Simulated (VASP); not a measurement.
# Ag (P6_3/mmc) in VASP: notebook

The runs below take Ag through single point, with PBEsol.

Program: VASP 6.6.1. These are calculated values, not measurements. Logs are shortened: lines on timing, memory, paths and dates and some standing lists are left out, and cuts for length are marked.

## Step 1: The cell of the first run

Symmetry: P6_3/mmc, No. 194, hexagonal system. Conventional cell: a = 2.867 Å, b = 2.867 Å, c = 4.691 Å, α = 90.00°, β = 90.00°, γ = 120.00°. Within 3.8 Å of Ag (site symmetry -6m2) lie 12 Ag at 2.87 Å.

## Step 2: Single point, PBEsol

The input, INCAR:

```
PREC = Accurate ; ENCUT = 520
EDIFF = 1E-7 ; ISMEAR = 0
SIGMA = 0.15 ; LREAL = False
LASPH = True ; NELM = 60
ALGO = Normal ; ISIF = 2
LWAVE = False ; LCHARG = False
GGA = PS ; NBANDS = 18
```

The input, KPOINTS:

```
regular mesh
0
Gamma
  12 12 8
```

The input, POSCAR:

```
Ag
1.0
    2.8670626691      0.0000000000      0.0000000000
   -1.4335313346      2.4829491057      0.0000000000
    0.0000000000      0.0000000000      4.6907149313
Ag
2
Direct
    0.3333333333      0.6666666667      0.2500000000
    0.6666666667      0.3333333333      0.7500000000
```

Potentials or basis: VASP PAW PBE potentials, release 64 (Ag).

Command:

```
$ cat potpaw_PBE.64/Ag/POTCAR > POTCAR
$ mpirun -np 1 vasp_std > vasp.out
```

OUTCAR:

```text
PREC = Accurate
   ENCUT = 520
   EDIFF = 1E-7
   ISMEAR = 0
   LREAL = False
   LASPH = True
   NELM = 60
   ISIF = 2
   GGA = PS

 ion  position               nearest neighbor table
   1  0.333  0.667  0.250-   2 2.87   2 2.87   2 2.87   2 2.87   2 2.87   2 2.87
   2  0.667  0.333  0.750-   1 2.87   1 2.87   1 2.87   1 2.87   1 2.87   1 2.87

  LATTYP: Found a hexagonal cell.
 ALAT       =     2.8670626691
 C/A-ratio  =     1.6360698989

  Lattice vectors:

 A1 = (   2.8670626691,   0.0000000000,   0.0000000000)
 A2 = (  -1.4335313346,   2.4829491057,   0.0000000000)
 A3 = (   0.0000000000,   0.0000000000,   4.6907149313)

Analysis of symmetry for initial positions (statically):
=====================================================================
 Subroutine PRICEL returns:
 Original cell was already a primitive cell.

 Routine SETGRP: Setting up the symmetry group for a
 hexagonal supercell.

 Subroutine GETGRP returns: Found 24 space group operations
 (whereof 12 operations were pure point group operations)
 out of a pool of 24 trial point group operations.

The static configuration has the point symmetry D_3d.
 The point group associated with its full space group is D_6h.

Analysis of symmetry for dynamics (positions and initial velocities):
=====================================================================
 Subroutine PRICEL returns:
 Original cell was already a primitive cell.

 Routine SETGRP: Setting up the symmetry group for a
 hexagonal supercell.

 Subroutine GETGRP returns: Found 24 space group operations
 (whereof 12 operations were pure point group operations)
 out of a pool of 24 trial point group operations.

The dynamic configuration has the point symmetry D_3d.
 The point group associated with its full space group is D_6h.

 Subroutine INISYM returns: Found 24 space group operations
 (whereof 12 operations are pure point group operations),
 and found     1 'primitive' translations

----------------------------------------------------------------------------------------

                                     Primitive cell

  volume of cell :      33.3921

  direct lattice vectors                    reciprocal lattice vectors
     2.867062669  0.000000000  0.000000000     0.348789027  0.201373439  0.000000000
    -1.433531335  2.482949106  0.000000000     0.000000000  0.402746878  0.000000000
     0.000000000  0.000000000  4.690714931     0.000000000  0.000000000  0.213187119

  length of vectors
     2.867062669  2.867062669  4.690714931     0.402746878  0.402746878  0.213187119

  position of ions in fractional coordinates (direct lattice)
     0.333333333  0.666666667  0.250000000
     0.666666667  0.333333333  0.750000000

  ion indices of the primitive-cell ions
   primitive index   ion index
                 1           1
                 2           2

----------------------------------------------------------------------------------------

 KPOINTS: regular mesh

Automatic generation of k-mesh.
 Grid dimensions read from file:
 generate k-points for:   12   12    8

 Generating k-lattice:

  Cartesian coordinates                     Fractional coordinates (reciprocal lattice)
     0.029065752  0.016781120  0.000000000     0.083333333  0.000000000  0.000000000
     0.000000000  0.033562240  0.000000000     0.000000000  0.083333333  0.000000000
     0.000000000  0.000000000  0.026648390     0.000000000  0.000000000  0.125000000

  Length of vectors
     0.033562240  0.033562240  0.026648390

  Shift w.r.t. Gamma in fractional coordinates (k-lattice)
     0.000000000  0.000000000  0.000000000

 Subroutine IBZKPT returns following result:
 ===========================================

 Found     95 irreducible k-points:

 Following reciprocal coordinates:
            Coordinates               Weight
  0.000000  0.000000  0.000000      1.000000
  0.083333 -0.000000  0.000000      6.000000
  0.166667 -0.000000  0.000000      6.000000
  0.250000 -0.000000  0.000000      6.000000
  0.333333 -0.000000  0.000000      6.000000
  0.416667 -0.000000  0.000000      6.000000
[... 16 lines left out ...]
  0.250000 -0.000000  0.125000     12.000000
  0.333333 -0.000000  0.125000     12.000000
 [... further k-points ...]
   k-points           NKPTS =     95   k-points in BZ     NKDIM =     95   number of bands    NBANDS=     18
   number of dos      NEDOS =    301   number of ions     NIONS =      2
   total plane-waves  NPLWV =  20736
   dimension x,y,z NGX =    24 NGY =   24 NGZ =   36
   dimension x,y,z NGXF=    48 NGYF=   48 NGZF=   72
   ions per type =               2
   NGX,Y,Z   is equivalent  to a cutoff of  13.92, 13.92, 12.76 a.u.
   NGXF,Y,Z  is equivalent  to a cutoff of  27.83, 27.83, 25.52 a.u.
 SYSTEM =  unknown system
   PREC   = accura    normal or accurate (medium, high low for compatibility)
   ISTART =      0    job   : 0-new  1-cont  2-samecut
   ICHARG =      2    charge: 1-file 2-atom 10-const
   ISPIN  =      1    spin polarized calculation?
   LNONCOLLINEAR =      F non collinear calculations
   LSORBIT =      F    spin-orbit coupling
   LASPH  =      T    aspherical Exc in radial PAW
   ENCUT  =  520.0 eV  38.22 Ry    6.18 a.u.   5.33  5.33  8.72*2*pi/ulx,y,z
   NELM   =     60;   NELMIN=  2; NELMDL= -5     # of ELM steps
   EDIFF  = 0.1E-06   stopping-criterion for ELM
   LREAL  =      F    real-space projection
   EDIFFG = 0.1E-05   stopping-criterion for IOM
   NSW    =      0    number of steps for IOM
   IBRION =     -1    ionic relax: 0-MD 1-quasi-New 2-CG
   NFREE  =      0    steps in history (QN), initial steepest desc. (CG)
   ISIF   =      2    stress and relaxation
   ISYM   =      2    0-nonsym 1-usesym 2-fastsym
   POTIM  = 0.5000    time-step for ionic-motion
   TEBEG  =    0.0;   TEEND  =   0.0 temperature during run
   PSTRESS=    0.0 pullay stress
   NELECT =      22.0000    total number of electrons
   NUPDOWN=      -1.0000    fix difference up-down
   EMIN   =  10.00;   EMAX   =-10.00  energy-range for DOS
   EFERMI =   0.00;   METHOD = LEGACY
   ISMEAR =     0;   SIGMA  =   0.15  broadening in eV -4-tet -1-fermi 0-gaus
   EFERMI_NEDOS =   21; number of points for ismear=-14 and -15
   IALGO  =     38    algorithm
   IMIX   =      4    mixing-type and parameters
     AMIX     =   0.40;   BMIX     =  1.00
     AMIX_MAG =   1.60;   BMIX_MAG =  1.00
  volume/ion in A,a.u.               =      16.70       112.67
  Fermi-wavevector in a.u.,A,eV,Ry     =   1.424517  2.691947 27.609614  2.029249
  Thomas-Fermi vector in A             =   2.545000
   LORBIT       =      0    0 simple, 1 ext, 2 COOP (PROOUT), +10 PAW based schemes
   GGA     = PS    functional components
   LHFCALC =     F    Hartree Fock is set to
   AEXX    =    0.0000 exact exchange contribution
   IVDW    =     0    specifies the selected vdW correction
   LEPSILON=     F    determine dielectric tensor
   LRPA    =     F    only Hartree local field effects (RPA)
 non-spin polarized calculation
 Gauss-broadening in eV      SIGMA  =   0.15
  energy-cutoff  :      520.00
  volume of cell :       33.39
 maximum number of plane-waves:       917
 NGX is ok and might be reduce to    24
   NGX = 11   NGY = 11   NGZ = 17

 number of electron      21.9999997 magnetization

 Free energy of the ion-electron system (eV)
  ---------------------------------------------------
  ext. energy  EPLUGINS =         0.00000000
  ---------------------------------------------------
  free energy    TOTEN  =        -6.60460939 eV

  energy without entropy =       -6.59850510  energy(sigma->0) =       -6.60155725

 E-fermi :   8.4486     XC(G=0): -12.5360

 val. band max:        8.4119349198   @ k =   0.4167   0.0833   0.2500
 cond. band min:       8.5868695809   @ k =   0.5000  -0.0000   0.1250
 fundamental gap:      0.1749346611
 Fermi energy:         8.4486185518

 k-point     1 :       0.0000    0.0000    0.0000
  band No.  band energies     occupation
      1       0.5396      2.00000
      2       2.0000      2.00000
      3       3.6692      2.00000
      4       3.7777      2.00000
      5       3.7777      2.00000
      6       4.0272      2.00000
[... 10 lines left out ...]
     17      27.0334      0.00000
     18      27.0334      0.00000

 k-point     2 :       0.0833   -0.0000    0.0000
  band No.  band energies     occupation
      1       0.7351      2.00000
      2       2.1159      2.00000
      3       3.5543      2.00000
      4       3.8815      2.00000
      5       3.8844      2.00000
      6       3.9907      2.00000
[... 10 lines left out ...]
     17      26.3128      0.00000
     18      27.3361      0.00000

 k-point     3 :       0.1667   -0.0000    0.0000
  band No.  band energies     occupation
      1       1.2792      2.00000
      2       2.3813      2.00000
      3       3.3933      2.00000
      4       3.8536      2.00000
      5       3.9033      2.00000
      6       4.1735      2.00000
[... 10 lines left out ...]
     17      26.2723      0.00000
     18      26.6575      0.00000

 k-point     4 :       0.2500   -0.0000    0.0000
  band No.  band energies     occupation
      1       1.9687      2.00000
      2       2.4987      2.00000
      3       3.3322      2.00000
      4       3.4731      2.00000
      5       3.8238      2.00000
      6       4.0001      2.00000
[... 10 lines left out ...]
     17      24.7041      0.00000
     18      26.1621      0.00000

 k-point     5 :       0.3333   -0.0000    0.0000
  band No.  band energies     occupation
      1       2.2709      2.00000
      2       2.4341      2.00000
      3       2.8500      2.00000
      4       3.8347      2.00000
      5       3.9566      2.00000
      6       3.9872      2.00000
[... 10 lines left out ...]
     17      22.1887      0.00000
     18      25.3336      0.00000

 k-point     6 :       0.4167   -0.0000    0.0000
  band No.  band energies     occupation
      1       2.1413      2.00000
      2       2.4414      2.00000
      3       2.5452      2.00000
      4       3.7223      2.00000
      5       4.0499      2.00000
      6       4.1500      2.00000
[... 10 lines left out ...]
     17      20.0741      0.00000
     18      24.6583      0.00000

 k-point     7 :       0.5000   -0.0000    0.0000
  band No.  band energies     occupation
      1       2.0797      2.00000
      2       2.4247      2.00000
      3       2.4418      2.00000
      4       3.6826      2.00000
      5       4.0082      2.00000
      6       4.2219      2.00000
[... 10 lines left out ...]
     17      19.2587      0.00000
     18      24.4223      0.00000

 k-point     8 :       0.0833    0.0833    0.0000
  band No.  band energies     occupation
      1       1.1082      2.00000
      2       2.3163      2.00000
      3       3.4077      2.00000
      4       3.9141      2.00000
      5       4.0121      2.00000
      6       4.0936      2.00000
[... 10 lines left out ...]
     17      26.5679      0.00000
     18      27.0262      0.00000
[... 229 lines left out ...]
     17      19.3807      0.00000
     18      19.3807      0.00000

 k-point    20 :       0.0000    0.0000    0.1250
  band No.  band energies     occupation
      1       0.6636      2.00000
      2       2.0253      2.00000
      3       3.6428      2.00000
      4       3.7437      2.00000
      5       3.7437      2.00000
      6       3.9931      2.00000
[... 10 lines left out ...]
     17      27.0353      0.00000
     18      27.0353      0.00000

 k-point    21 :       0.0833   -0.0000    0.1250
  band No.  band energies     occupation
      1       0.8565      2.00000
      2       2.1448      2.00000
      3       3.5543      2.00000
      4       3.7965      2.00000
      5       3.8403      2.00000
      6       3.9387      2.00000
[... 10 lines left out ...]
     17      26.0846      0.00000
     18      26.8152      0.00000

 k-point    22 :       0.1667   -0.0000    0.1250
  band No.  band energies     occupation
      1       1.3865      2.00000
      2       2.4193      2.00000
      3       3.4067      2.00000
      4       3.7775      2.00000
      5       3.8017      2.00000
      6       4.0544      2.00000
[... 10 lines left out ...]
     17      25.6836      0.00000
     18      26.3914      0.00000

 k-point    23 :       0.2500   -0.0000    0.1250
  band No.  band energies     occupation
      1       2.0177      2.00000
      2       2.5423      2.00000
      3       3.3479      2.00000
      4       3.4598      2.00000
      5       3.7306      2.00000
      6       4.0215      2.00000
[... 10 lines left out ...]
     17      24.9885      0.00000
     18      26.0987      0.00000

 k-point    24 :       0.3333   -0.0000    0.1250
  band No.  band energies     occupation
      1       2.2412      2.00000
      2       2.4175      2.00000
      3       2.9988      2.00000
      4       3.5805      2.00000
      5       3.8832      2.00000
      6       3.9769      2.00000
[... 10 lines left out ...]
     17      23.4016      0.00000
     18      25.3972      0.00000

 [... further k-points ...]

------------------------ aborting loop because EDIFF is reached ----------------------------------------

  FORCE on cell =-STRESS in cart. coord.  units (eV):
  Direction    XX          YY          ZZ          XY          YZ          ZX
  --------------------------------------------------------------------------------------
  -------------------------------------------------------------------------------------
  Total        0.0300739      0.0300739     -0.0934693     -0.0000000      0.0000000      0.0000000
  in kB        1.4429685      1.4429685     -4.4847205     -0.0000000      0.0000000      0.0000000
  external PRESSURE =      -0.5329279 kB  Pullay stress =       0.0000000 kB

 VOLUME and BASIS-vectors are now :
 -----------------------------------------------------------------------------
  energy-cutoff  :      520.00
  volume of cell :       33.39
      direct lattice vectors                 reciprocal lattice vectors
     2.867062669  0.000000000  0.000000000     0.348789027  0.201373439  0.000000000
    -1.433531335  2.482949106  0.000000000     0.000000000  0.402746878  0.000000000
     0.000000000  0.000000000  4.690714931     0.000000000  0.000000000  0.213187119

 POSITION                                       TOTAL-FORCE (eV/Angst)
 -----------------------------------------------------------------------------------
     -0.00000      1.65530      1.17268        -0.000000      0.000000      0.000000
      1.43353      0.82765      3.51804         0.000000     -0.000000      0.000000
 -----------------------------------------------------------------------------------
    total drift:                               -0.000000      0.000000     -0.000000

  FREE ENERGIE OF THE ION-ELECTRON SYSTEM (eV)
  ---------------------------------------------------
  free  energy   TOTEN  =        -6.6046093941 eV

  energy  without entropy=       -6.5985050978  energy(sigma->0) =       -6.60155725
```

It took 22 s on 1 thread of AMD EPYC 9R45 (Zen 5), shared host; peak memory 0.15 GiB.

What came out:

```
Free energy            : -6.6046 eV
Pressure               : -0.1 GPa
Band gap on the k mesh : zero (band 11 reaches 12.65 eV, above the bottom of band 12 at 5.13 eV)
```

Caveat: the PAW data sets were made with another functional, which shifts forces and pressure a little.

[end of part 1 of 2]
